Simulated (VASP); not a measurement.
# CaPd4 (Pm-3m) in VASP: relaxation of cell and atoms with PBE

Aim: the relaxation of cell and atoms of CaPd4 with PBE.

Program: VASP 6.6.1. These are calculated values, not measurements. Logs are shortened: lines on timing, memory, paths and dates and some standing lists are left out, and cuts for length are marked.

## (1) The cell of the first run

It takes space group Pm-3m (No. 221, cubic). The conventional cell has a = 4.408 Å, b = 4.408 Å, c = 4.408 Å, α = 90.00°, β = 90.00°, γ = 90.00°. Ca (site symmetry m-3m) has 6 Pd at 2.20 Å within 2.9 Å. Within 2.9 Å of Pd (site symmetry 4/mmm) lie 2 Ca at 2.20 Å. Pd (site symmetry m-3m) has 12 Pd at 3.12 Å and 8 Ca at 3.82 Å within 4.1 Å.

The cell was generated, and may not be a known phase.

## (2) Relaxation of cell and atoms, PBE

File INCAR:

```
  PREC = Accurate
  ENCUT = 630
  EDIFF = 1E-7
  ISMEAR = 0
  SIGMA = 0.1
  LREAL = False
  LASPH = True
  NELM = 120
  ALGO = Normal
  ISIF = 3
  LWAVE = False
  LCHARG = False
  GGA = PE
  IBRION = 2
  NSW = 90
  EDIFFG = -0.04
  GGA_COMPAT = False
  NELMIN = 4
```

File KPOINTS:

```
regular mesh
0
Gamma
  4 4 4
```

File POSCAR:

```
CaPd4
1.0
    4.4080551700      0.0000000000      0.0000000000
    0.0000000000      4.4080551700      0.0000000000
    0.0000000000      0.0000000000      4.4080551700
Ca Pd
1 4
Direct
    0.5000000000      0.5000000000      0.5000000000
    0.0000000000      0.5000000000      0.5000000000
    0.5000000000      0.0000000000      0.5000000000
    0.5000000000      0.5000000000      0.0000000000
    0.0000000000      0.0000000000      0.0000000000
```

Potentials or basis: VASP PAW PBE potentials, release 64 (Ca_sv, Pd_sv_GW).

Run with:

```sh
> cat potpaw_PBE.64/Ca_sv/POTCAR potpaw_PBE.64/Pd_sv_GW/POTCAR > POTCAR
> mpirun -np 1 vasp_std > vasp.out
```

OUTCAR:

```text
PREC = Accurate
   ENCUT = 630
   EDIFF = 1E-7
   ISMEAR = 0
   LREAL = False
   LASPH = True
   NELM = 120
   ISIF = 3
   GGA = PE
   IBRION = 2
   NSW = 90
   EDIFFG = -0.04
   NELMIN = 4

 ion  position               nearest neighbor table
   1  0.500  0.500  0.500-   2 2.20   3 2.20   4 2.20   4 2.20   3 2.20   2 2.20
   2  0.000  0.500  0.500-   1 2.20   1 2.20
   3  0.500  0.000  0.500-   1 2.20   1 2.20
   4  0.500  0.500  0.000-   1 2.20   1 2.20
   5  0.000  0.000  0.000-

  LATTYP: Found a simple cubic cell.
 ALAT       =     4.4080551700

  Lattice vectors:

 A1 = (   4.4080551700,   0.0000000000,   0.0000000000)
 A2 = (   0.0000000000,   4.4080551700,   0.0000000000)
 A3 = (   0.0000000000,   0.0000000000,   4.4080551700)

Analysis of symmetry for initial positions (statically):
=====================================================================
 Subroutine PRICEL returns:
 Original cell was already a primitive cell.

 Routine SETGRP: Setting up the symmetry group for a
 simple cubic supercell.

 Subroutine GETGRP returns: Found 48 space group operations
 (whereof 48 operations were pure point group operations)
 out of a pool of 48 trial point group operations.

The static configuration has the point symmetry O_h .

Analysis of symmetry for dynamics (positions and initial velocities):
=====================================================================
 Subroutine PRICEL returns:
 Original cell was already a primitive cell.

 Routine SETGRP: Setting up the symmetry group for a
 simple cubic supercell.

 Subroutine GETGRP returns: Found 48 space group operations
 (whereof 48 operations were pure point group operations)
 out of a pool of 48 trial point group operations.

The dynamic configuration has the point symmetry O_h .

 Subroutine INISYM returns: Found 48 space group operations
 (whereof 48 operations are pure point group operations),
 and found     1 'primitive' translations

----------------------------------------------------------------------------------------

                                     Primitive cell

  volume of cell :      85.6527

  direct lattice vectors                    reciprocal lattice vectors
     4.408055170  0.000000000  0.000000000     0.226857415  0.000000000  0.000000000
     0.000000000  4.408055170  0.000000000     0.000000000  0.226857415  0.000000000
     0.000000000  0.000000000  4.408055170     0.000000000  0.000000000  0.226857415

  length of vectors
     4.408055170  4.408055170  4.408055170     0.226857415  0.226857415  0.226857415

  position of ions in fractional coordinates (direct lattice)
     0.500000000  0.500000000  0.500000000
     0.000000000  0.500000000  0.500000000
     0.500000000  0.000000000  0.500000000
     0.500000000  0.500000000  0.000000000
     0.000000000  0.000000000  0.000000000

  ion indices of the primitive-cell ions
   primitive index   ion index
                 1           1
                 2           2
                 3           3
                 4           4
                 5           5

----------------------------------------------------------------------------------------

 KPOINTS: regular mesh

Automatic generation of k-mesh.
 Grid dimensions read from file:
 generate k-points for:    4    4    4

 Generating k-lattice:

  Cartesian coordinates                     Fractional coordinates (reciprocal lattice)
     0.056714354  0.000000000  0.000000000     0.250000000  0.000000000  0.000000000
     0.000000000  0.056714354  0.000000000     0.000000000  0.250000000  0.000000000
     0.000000000  0.000000000  0.056714354     0.000000000  0.000000000  0.250000000

  Length of vectors
     0.056714354  0.056714354  0.056714354

  Shift w.r.t. Gamma in fractional coordinates (k-lattice)
     0.000000000  0.000000000  0.000000000

 Subroutine IBZKPT returns following result:
 ===========================================

 Found     10 irreducible k-points:

 Following reciprocal coordinates:
            Coordinates               Weight
  0.000000  0.000000  0.000000      1.000000
  0.250000  0.000000  0.000000      6.000000
  0.500000  0.000000  0.000000      3.000000
  0.250000  0.250000  0.000000     12.000000
  0.500000  0.250000  0.000000     12.000000
  0.500000  0.500000  0.000000      3.000000
  0.250000  0.250000  0.250000      8.000000
  0.500000  0.250000  0.250000     12.000000
  0.500000  0.500000  0.250000      6.000000
  0.500000  0.500000  0.500000      1.000000
   k-points           NKPTS =     10   k-points in BZ     NKDIM =     10   number of bands    NBANDS=     49
   number of dos      NEDOS =    301   number of ions     NIONS =      5
   total plane-waves  NPLWV =  46656
   dimension x,y,z NGX =    36 NGY =   36 NGZ =   36
   dimension x,y,z NGXF=    72 NGYF=   72 NGZF=   72
   ions per type =               1   4
   NGX,Y,Z   is equivalent  to a cutoff of  13.58, 13.58, 13.58 a.u.
   NGXF,Y,Z  is equivalent  to a cutoff of  27.15, 27.15, 27.15 a.u.
 SYSTEM =  unknown system
   PREC   = accura    normal or accurate (medium, high low for compatibility)
   ISTART =      0    job   : 0-new  1-cont  2-samecut
   ICHARG =      2    charge: 1-file 2-atom 10-const
   ISPIN  =      1    spin polarized calculation?
   LNONCOLLINEAR =      F non collinear calculations
   LSORBIT =      F    spin-orbit coupling
   LASPH  =      T    aspherical Exc in radial PAW
   ENCUT  =  630.0 eV  46.30 Ry    6.80 a.u.   9.02  9.02  9.02*2*pi/ulx,y,z
   NELM   =    120;   NELMIN=  4; NELMDL= -5     # of ELM steps
   EDIFF  = 0.1E-06   stopping-criterion for ELM
   LREAL  =      F    real-space projection
   EDIFFG = -.4E-01   stopping-criterion for IOM
   NSW    =     90    number of steps for IOM
   IBRION =      2    ionic relax: 0-MD 1-quasi-New 2-CG
   NFREE  =      1    steps in history (QN), initial steepest desc. (CG)
   ISIF   =      3    stress and relaxation
   ISYM   =      2    0-nonsym 1-usesym 2-fastsym
   POTIM  = 0.5000    time-step for ionic-motion
   TEBEG  =    0.0;   TEEND  =   0.0 temperature during run
   PSTRESS=    0.0 pullay stress
   NELECT =      82.0000    total number of electrons
   NUPDOWN=      -1.0000    fix difference up-down
   EMIN   =  10.00;   EMAX   =-10.00  energy-range for DOS
   EFERMI =   0.00;   METHOD = LEGACY
   ISMEAR =     0;   SIGMA  =   0.10  broadening in eV -4-tet -1-fermi 0-gaus
   EFERMI_NEDOS =   21; number of points for ismear=-14 and -15
   IALGO  =     38    algorithm
   IMIX   =      4    mixing-type and parameters
     AMIX     =   0.40;   BMIX     =  1.00
     AMIX_MAG =   1.60;   BMIX_MAG =  1.00
  volume/ion in A,a.u.               =      17.13       115.60
  Fermi-wavevector in a.u.,A,eV,Ry     =   1.613488  3.049050 35.420642  2.603344
  Thomas-Fermi vector in A             =   2.708549
   LORBIT       =      0    0 simple, 1 ext, 2 COOP (PROOUT), +10 PAW based schemes
   GGA     = PE    functional components
   LHFCALC =     F    Hartree Fock is set to
   AEXX    =    0.0000 exact exchange contribution
   IVDW    =     0    specifies the selected vdW correction
   LEPSILON=     F    determine dielectric tensor
   LRPA    =     F    only Hartree local field effects (RPA)
 conjugate gradient relaxation of ions
 non-spin polarized calculation
 Gauss-broadening in eV      SIGMA  =   0.10
  energy-cutoff  :      630.00
  volume of cell :       85.65
 maximum number of plane-waves:      3112
   NGX = 19   NGY = 19   NGZ = 19

--------------------------------------- Ionic step        1  -------------------------------------------

 number of electron      82.0000050 magnetization

 Free energy of the ion-electron system (eV)
  ---------------------------------------------------
  ext. energy  EPLUGINS =         0.00000000
  ---------------------------------------------------
  free energy    TOTEN  =       -10.75494741 eV

  energy without entropy =      -10.71595354  energy(sigma->0) =      -10.73545047

 E-fermi :   6.0170     XC(G=0): -12.0629

 val. band max:        6.0046049569   @ k =   0.5000   0.0000   0.0000
 cond. band min:       6.0334579841   @ k =   0.5000   0.2500   0.2500
 fundamental gap:      0.0288530272
 Fermi energy:         6.0169787875

 k-point     1 :       0.0000    0.0000    0.0000
  band No.  band energies     occupation
      1     -77.7128      2.00000
      2     -77.6979      2.00000
      3     -77.6979      2.00000
      4     -76.9478      2.00000
      5     -43.9352      2.00000
      6     -43.9352      2.00000
[... 1080 lines left out ...]
  FORCE on cell =-STRESS in cart. coord.  units (eV):
  Direction    XX          YY          ZZ          XY          YZ          ZX
  --------------------------------------------------------------------------------------
  -------------------------------------------------------------------------------------
  Total       -4.2053181     -4.2053181     -4.2053181     -0.0000000     -0.0000000     -0.0000000
  in kB      -53.3242995    -53.3242995    -53.3242995     -0.0000000     -0.0000000     -0.0000000
  external PRESSURE =     -53.3242995 kB  Pullay stress =       0.0000000 kB

 VOLUME and BASIS-vectors are now :
 -----------------------------------------------------------------------------
  energy-cutoff  :      630.00
  volume of cell :      126.35
      direct lattice vectors                 reciprocal lattice vectors
     5.017970366  0.000000000 -0.000000000     0.199283760 -0.000000000 -0.000000000
     0.000000000  5.017970366  0.000000000    -0.000000000  0.199283760  0.000000000
     0.000000000  0.000000000  5.017970366     0.000000000 -0.000000000  0.199283760

 POSITION                                       TOTAL-FORCE (eV/Angst)
 -----------------------------------------------------------------------------------
      2.50899      2.50899      2.50899        -0.000000      0.000000      0.000000
      0.00000      2.50899      2.50899         0.000000      0.000000      0.000000
      2.50899      0.00000      2.50899        -0.000000      0.000000      0.000000
      2.50899      2.50899      0.00000        -0.000000      0.000000      0.000000
      0.00000      0.00000      0.00000        -0.000000      0.000000      0.000000
 -----------------------------------------------------------------------------------
    total drift:                                0.000000      0.000000      0.000000

  FREE ENERGIE OF THE ION-ELECTRON SYSTEM (eV)
  ---------------------------------------------------
  free  energy   TOTEN  =       -12.0327605415 eV

  energy  without entropy=      -12.0004929178  energy(sigma->0) =      -12.01662673

--------------------------------------- Ionic step        3  -------------------------------------------

 number of electron      81.9999930 magnetization

 Free energy of the ion-electron system (eV)
  ---------------------------------------------------
  ext. energy  EPLUGINS =         0.00000000
  ---------------------------------------------------
  free energy    TOTEN  =       -12.35325770 eV

  energy without entropy =      -12.32090754  energy(sigma->0) =      -12.33708262

 E-fermi :   3.5387     XC(G=0): -10.6583

 val. band max:        3.5098517695   @ k =   0.5000   0.0000   0.0000
 cond. band min:       3.5743633331   @ k =   0.5000   0.2500   0.2500
 fundamental gap:      0.0645115636
 Fermi energy:         3.5387423952

 k-point     1 :       0.0000    0.0000    0.0000
  band No.  band energies     occupation
      1     -79.5978      2.00000
      2     -79.5943      2.00000
      3     -79.5943      2.00000
      4     -79.0543      2.00000
      5     -45.6814      2.00000
      6     -45.6814      2.00000
[... 514 lines left out ...]
  FORCE on cell =-STRESS in cart. coord.  units (eV):
  Direction    XX          YY          ZZ          XY          YZ          ZX
  --------------------------------------------------------------------------------------
  -------------------------------------------------------------------------------------
  Total        0.0705715      0.0705715      0.0705715     -0.0000000     -0.0000000      0.0000000
  in kB        1.0304960      1.0304960      1.0304960     -0.0000000     -0.0000000      0.0000000
  external PRESSURE =       1.0304960 kB  Pullay stress =       0.0000000 kB

 VOLUME and BASIS-vectors are now :
 -----------------------------------------------------------------------------
  energy-cutoff  :      630.00
  volume of cell :      109.72
      direct lattice vectors                 reciprocal lattice vectors
     4.787378592  0.000000000 -0.000000000     0.208882582 -0.000000000 -0.000000000
     0.000000000  4.787378592  0.000000000    -0.000000000  0.208882582  0.000000000
     0.000000000  0.000000000  4.787378592     0.000000000 -0.000000000  0.208882582

 POSITION                                       TOTAL-FORCE (eV/Angst)
 -----------------------------------------------------------------------------------
      2.39369      2.39369      2.39369        -0.000000      0.000000      0.000000
      0.00000      2.39369      2.39369         0.000000      0.000000      0.000000
      2.39369      0.00000      2.39369        -0.000000      0.000000      0.000000
      2.39369      2.39369      0.00000        -0.000000      0.000000      0.000000
      0.00000      0.00000      0.00000        -0.000000      0.000000      0.000000
 -----------------------------------------------------------------------------------
    total drift:                                0.000000      0.000000      0.000000

  FREE ENERGIE OF THE ION-ELECTRON SYSTEM (eV)
  ---------------------------------------------------
  free  energy   TOTEN  =       -12.3532576964 eV

  energy  without entropy=      -12.3209075385  energy(sigma->0) =      -12.33708262

 reached required accuracy - stopping structural energy minimisation
```

Run time: 3.4 min. Hardware: 1 thread of AMD EPYC 7R13 (Zen 3), shared host; peak memory 0.22 GiB.

What came out:

```yaml
Free_energy: -12.3533 eV
Relaxed_volume: 21.94 Å³/atom
Relaxed_cell: a = 4.787 Å, b = 4.787 Å, c = 4.787 Å, α = 90.00°, β = 90.00°, γ = 90.00°
Space_group_after_relaxing_to_0.1_Å: Pm-3m (No. 221)
Energy_gained_by_relaxing: 319.7 meV/atom
Ionic_steps: 3
Pressure_after_relaxing: 0.1 GPa
Band_gap_on_the_k_mesh: zero (bands 41 and 42 overlap by 1.01 eV)
```

Step by step:
```csv
step,energy change (eV),largest force (eV/Å),pressure (GPa),volume (Å³)
1,0.0000,0.0000,26.82,85.65
2,-1.2778,0.0000,-5.33,126.35
3,-1.5983,0.0000,0.10,109.72
```

Final structure:
```yaml
crystal:
  lattice:
    - [4.78738, 0.00000, 0.00000]
    - [0.00000, 4.78738, 0.00000]
    - [0.00000, 0.00000, 4.78738]
  atoms:
    - { symbol: Ca, position: [0.50000, 0.50000, 0.50000] }
    - { symbol: Pd, position: [0.00000, 0.50000, 0.50000] }
    - { symbol: Pd, position: [0.50000, 0.00000, 0.50000] }
    - { symbol: Pd, position: [0.50000, 0.50000, 0.00000] }
    - { symbol: Pd, position: [0.00000, 0.00000, 0.00000] }
```

Levels at points of the mesh, in eV from the Fermi level:
| k point | band 38 | band 39 | band 40 | band 41 | band 42 | band 43 | band 44 | band 45 |
| --- | --- | --- | --- | --- | --- | --- | --- | --- |
| (0.00, 0.00, 0.00) | -0.33 | -0.03 | -0.03 | -0.03 | 3.01 | 3.01 | 3.01 | 3.54 |
| (0.50, 0.00, 0.00) | -0.72 | -0.72 | -0.47 | -0.37 | -0.03 | 3.26 | 4.80 | 4.80 |
| (0.50, 0.50, 0.00) | -0.65 | -0.65 | -0.57 | 0.90 | 0.90 | 0.95 | 1.27 | 4.64 |
| (0.50, 0.50, 0.50) | -0.43 | -0.16 | -0.16 | 0.77 | 0.77 | 0.77 | 2.54 | 3.37 |

Caveat: the volume moved by over 15 % at a fixed basis, so the end points are rough.

The gap in the log of VASP goes by the Fermi energy; the results here count the filled bands.